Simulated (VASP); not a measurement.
# AgSb (F-43m) in VASP: notebook, part 2 of 2

VASP 6.6.1.

## 3. Single point, PBE

This run uses another cell than the first one, of 30.55 Å³/atom.

The input, INCAR:

```
PREC     = Accurate       # precision mode
ENCUT    = 520            # plane-wave cutoff, eV
EDIFF    = 1E-6           # SCF threshold, eV
ISMEAR   = 0              # smearing method
SIGMA    = 0.1            # smearing width, eV
LREAL    = False          # projectors in reciprocal space
LASPH    = True           # aspherical terms in the spheres
NELM     = 60             # most SCF steps
ALGO     = Normal         # electronic algorithm
ISIF     = 2              # what is computed and relaxed
LWAVE    = False          # write WAVECAR
LCHARG   = True           # write CHGCAR
GGA      = PE             # functional
LELF     = True           # ELF
LVHAR    = True         
NBANDS   = 15             # bands
```

The input, KPOINTS:

```
regular mesh
0
Gamma
  6 6 6
```

The input, POSCAR:

```
AgSb
1.0
    0.0000000000      3.1259619934      3.1259619934
    3.1259619934      0.0000000000      3.1259619934
    3.1259619934      3.1259619934      0.0000000000
Ag Sb
1 1
Direct
    0.0000000000      0.0000000000      0.0000000000
    0.7500000000      0.7500000000      0.7500000000
```

Potentials or basis: VASP PAW PBE potentials, release 64 (Ag, Sb).

Run with:

```sh
$ cat potpaw_PBE.64/Ag/POTCAR potpaw_PBE.64/Sb/POTCAR > POTCAR
$ mpirun -np 1 vasp_std > vasp.out
```

OUTCAR:

```text
PREC = Accurate
   ENCUT = 520
   EDIFF = 1E-6
   ISMEAR = 0
   LREAL = False
   LASPH = True
   NELM = 60
   ISIF = 2
   GGA = PE

 ion  position               nearest neighbor table
   1  0.000  0.000  0.000-   2 2.71   2 2.71   2 2.71   2 2.71
   2  0.750  0.750  0.750-   1 2.71   1 2.71   1 2.71   1 2.71

  LATTYP: Found a face centered cubic cell.
 ALAT       =     6.2519239868

  Lattice vectors:

 A1 = (   0.0000000000,   3.1259619934,   3.1259619934)
 A2 = (   3.1259619934,   0.0000000000,   3.1259619934)
 A3 = (   3.1259619934,   3.1259619934,   0.0000000000)

Analysis of symmetry for initial positions (statically):
=====================================================================
 Subroutine PRICEL returns:
 Original cell was already a primitive cell.

 Routine SETGRP: Setting up the symmetry group for a
 face centered cubic supercell.

 Subroutine GETGRP returns: Found 24 space group operations
 (whereof 24 operations were pure point group operations)
 out of a pool of 48 trial point group operations.

The static configuration has the point symmetry T_d .

Analysis of symmetry for dynamics (positions and initial velocities):
=====================================================================
 Subroutine PRICEL returns:
 Original cell was already a primitive cell.

 Routine SETGRP: Setting up the symmetry group for a
 face centered cubic supercell.

 Subroutine GETGRP returns: Found 24 space group operations
 (whereof 24 operations were pure point group operations)
 out of a pool of 48 trial point group operations.

The dynamic configuration has the point symmetry T_d .

 Subroutine INISYM returns: Found 24 space group operations
 (whereof 24 operations are pure point group operations),
 and found     1 'primitive' translations

----------------------------------------------------------------------------------------

                                     Primitive cell

  volume of cell :      61.0915

  direct lattice vectors                    reciprocal lattice vectors
     0.000000000  3.125961993  3.125961993    -0.159950761  0.159950761  0.159950761
     3.125961993  0.000000000  3.125961993     0.159950761 -0.159950761  0.159950761
     3.125961993  3.125961993  0.000000000     0.159950761  0.159950761 -0.159950761

  length of vectors
     4.420777847  4.420777847  4.420777847     0.277042845  0.277042845  0.277042845

  position of ions in fractional coordinates (direct lattice)
     0.000000000  0.000000000  0.000000000
     0.750000000  0.750000000  0.750000000

  ion indices of the primitive-cell ions
   primitive index   ion index
                 1           1
                 2           2

----------------------------------------------------------------------------------------

 KPOINTS: regular mesh

Automatic generation of k-mesh.
 Grid dimensions read from file:
 generate k-points for:    6    6    6

 Generating k-lattice:

  Cartesian coordinates                     Fractional coordinates (reciprocal lattice)
    -0.026658460  0.026658460  0.026658460     0.166666667  0.000000000  0.000000000
     0.026658460 -0.026658460  0.026658460     0.000000000  0.166666667  0.000000000
     0.026658460  0.026658460 -0.026658460     0.000000000  0.000000000  0.166666667

  Length of vectors
[... 29 lines left out ...]
   number of dos      NEDOS =    301   number of ions     NIONS =      2
   total plane-waves  NPLWV =  46656
   dimension x,y,z NGX =    36 NGY =   36 NGZ =   36
   dimension x,y,z NGXF=    72 NGYF=   72 NGZF=   72
   ions per type =               1   1
   NGX,Y,Z   is equivalent  to a cutoff of  13.54, 13.54, 13.54 a.u.
   NGXF,Y,Z  is equivalent  to a cutoff of  27.08, 27.08, 27.08 a.u.
 SYSTEM =  unknown system
   PREC   = accura    normal or accurate (medium, high low for compatibility)
   ISTART =      0    job   : 0-new  1-cont  2-samecut
   ICHARG =      2    charge: 1-file 2-atom 10-const
   ISPIN  =      1    spin polarized calculation?
   LNONCOLLINEAR =      F non collinear calculations
   LSORBIT =      F    spin-orbit coupling
   LASPH  =      T    aspherical Exc in radial PAW
   ENCUT  =  520.0 eV  38.22 Ry    6.18 a.u.   8.22  8.22  8.22*2*pi/ulx,y,z
   NELM   =     60;   NELMIN=  2; NELMDL= -5     # of ELM steps
   EDIFF  = 0.1E-05   stopping-criterion for ELM
   LREAL  =      F    real-space projection
   EDIFFG = 0.1E-04   stopping-criterion for IOM
   NSW    =      0    number of steps for IOM
   IBRION =     -1    ionic relax: 0-MD 1-quasi-New 2-CG
   NFREE  =      0    steps in history (QN), initial steepest desc. (CG)
   ISIF   =      2    stress and relaxation
   ISYM   =      2    0-nonsym 1-usesym 2-fastsym
   POTIM  = 0.5000    time-step for ionic-motion
   TEBEG  =    0.0;   TEEND  =   0.0 temperature during run
   PSTRESS=    0.0 pullay stress
   NELECT =      16.0000    total number of electrons
   NUPDOWN=      -1.0000    fix difference up-down
   EMIN   =  10.00;   EMAX   =-10.00  energy-range for DOS
   EFERMI =   0.00;   METHOD = LEGACY
   ISMEAR =     0;   SIGMA  =   0.10  broadening in eV -4-tet -1-fermi 0-gaus
   EFERMI_NEDOS =   21; number of points for ismear=-14 and -15
   IALGO  =     38    algorithm
   IMIX   =      4    mixing-type and parameters
     AMIX     =   0.40;   BMIX     =  1.00
     AMIX_MAG =   1.60;   BMIX_MAG =  1.00
  volume/ion in A,a.u.               =      30.55       206.13
  Fermi-wavevector in a.u.,A,eV,Ry     =   1.047421  1.979338 14.926816  1.097090
  Thomas-Fermi vector in A             =   2.182300
   LORBIT       =      0    0 simple, 1 ext, 2 COOP (PROOUT), +10 PAW based schemes
   GGA     = PE    functional components
   LHFCALC =     F    Hartree Fock is set to
   AEXX    =    0.0000 exact exchange contribution
   IVDW    =     0    specifies the selected vdW correction
   LEPSILON=     F    determine dielectric tensor
   LRPA    =     F    only Hartree local field effects (RPA)
 non-spin polarized calculation
 Gauss-broadening in eV      SIGMA  =   0.10
  energy-cutoff  :      520.00
  volume of cell :       61.09
 maximum number of plane-waves:      1676
 NGX is ok and might be reduce to    36
   NGX = 17   NGY = 17   NGZ = 17

 number of electron      16.0000000 magnetization

 Free energy of the ion-electron system (eV)
  ---------------------------------------------------
  ext. energy  EPLUGINS =         0.00000000
  ---------------------------------------------------
  free energy    TOTEN  =        -6.06249379 eV

  energy without entropy =       -6.05426188  energy(sigma->0) =       -6.05837783

 E-fermi :   4.4734     XC(G=0):  -9.1015

 val. band max:        4.2369328423   @ k =   0.3333   0.3333   0.0000
 cond. band min:       4.5150114932   @ k =  -0.3333   0.3333   0.0000
 fundamental gap:      0.2780786509
 Fermi energy:         4.4733560148

 k-point     1 :       0.0000    0.0000    0.0000
  band No.  band energies     occupation
      1      -5.5541      2.00000
      2      -0.7161      2.00000
      3      -0.7161      2.00000
      4      -0.7161      2.00000
      5      -0.0523      2.00000
      6      -0.0523      2.00000
      7       6.6078      0.00000
      8       6.6078      0.00000
      9       6.6078      0.00000
     10       7.5682      0.00000
     11      10.1511      0.00000
     12      10.1511      0.00000
     13      10.1511      0.00000
     14      12.9383      0.00000
[... 257 lines left out ...]
      2      -0.5803      2.00000
      3      -0.3378      2.00000
      4      -0.2161      2.00000
      5      -0.0459      2.00000
      6       0.5852      2.00000
      7       1.3433      2.00000
      8       3.1834      2.00000
      9       3.3428      2.00000
     10       9.3810      0.00000
     11       9.7953      0.00000
     12      12.6483      0.00000
     13      12.8697      0.00000
     14      16.3607      0.00000
     15      16.9504      0.00000

------------------------ aborting loop because EDIFF is reached ----------------------------------------

  FORCE on cell =-STRESS in cart. coord.  units (eV):
  Direction    XX          YY          ZZ          XY          YZ          ZX
  --------------------------------------------------------------------------------------
  -------------------------------------------------------------------------------------
  Total        0.0385405      0.0385405      0.0385405     -0.0000000     -0.0000000      0.0000000
  in kB        1.0107568      1.0107568      1.0107568     -0.0000000     -0.0000000      0.0000000
  external PRESSURE =       1.0107568 kB  Pullay stress =       0.0000000 kB

 VOLUME and BASIS-vectors are now :
 -----------------------------------------------------------------------------
  energy-cutoff  :      520.00
  volume of cell :       61.09
      direct lattice vectors                 reciprocal lattice vectors
     0.000000000  3.125961993  3.125961993    -0.159950761  0.159950761  0.159950761
     3.125961993  0.000000000  3.125961993     0.159950761 -0.159950761  0.159950761
     3.125961993  3.125961993  0.000000000     0.159950761  0.159950761 -0.159950761

 POSITION                                       TOTAL-FORCE (eV/Angst)
 -----------------------------------------------------------------------------------
      0.00000      0.00000      0.00000         0.000000      0.000000      0.000000
      4.68894      4.68894      4.68894        -0.000000     -0.000000     -0.000000
 -----------------------------------------------------------------------------------
    total drift:                               -0.000000     -0.000000     -0.000000

  FREE ENERGIE OF THE ION-ELECTRON SYSTEM (eV)
  ---------------------------------------------------
  free  energy   TOTEN  =        -6.0624937885 eV

  energy  without entropy=       -6.0542618778  energy(sigma->0) =       -6.05837783
```

Run time: 14 s. Hardware: 1 thread of AMD EPYC 9R45 (Zen 5), shared host; peak memory 0.17 GiB.

Results:

```yaml
Free_energy: -6.0625 eV
Pressure: 0.1 GPa
Band_gap_on_the_k_mesh: zero (bands 8 and 9 overlap by 3.27 eV)
```

Caveat: spin-orbit coupling is left out, which moves the levels of the heavy elements.
